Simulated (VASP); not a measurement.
A run of VASP 6.6.1:

File INCAR:

```
SYSTEM = TaN
PREC = Accurate
ENCUT = 600
EDIFF = 1E-6
ISMEAR = 0
SIGMA = 0.1
LREAL = .FALSE.
LASPH = .TRUE.
NELM = 120
ALGO = Normal
ISIF = 2
LWAVE = .FALSE.
LCHARG = .FALSE.
GGA = PS
NBANDS = 16
GGA_COMPAT = .FALSE.
```

KPOINTS

```
Automatic mesh
0
G
  16 16 16
  0 0 0
```

The input POSCAR:

```
TaN
1.0
    0.0000000000      2.1879241766      2.1879241766
    2.1879241766      0.0000000000      2.1879241766
    2.1879241766      2.1879241766      0.0000000000
Ta N
1 1
Direct
    0.0000000000      0.0000000000      0.0000000000
    0.5000000000      0.5000000000      0.5000000000
```

Potentials or basis: VASP PAW PBE potentials, release 64 (Ta_sv_GW, N).

Run with:

```sh
$ cat potpaw_PBE.64/Ta_sv_GW/POTCAR potpaw_PBE.64/N/POTCAR > POTCAR
$ mpirun -np 1 vasp_std > vasp.out
```

Hardware: 1 thread of Intel(R) Xeon(R) Platinum 8259CL CPU @ 2.50GHz (Skylake/Cascade Lake), on a shared host.

Q: Estimate the wall time of this run.

A: It took 56 s on 1 thread of Intel(R) Xeon(R) Platinum 8259CL CPU @ 2.50GHz (Skylake/Cascade Lake) (shared host), peak memory 0.21 GiB. Counts: scf iterations 13, k points 145.
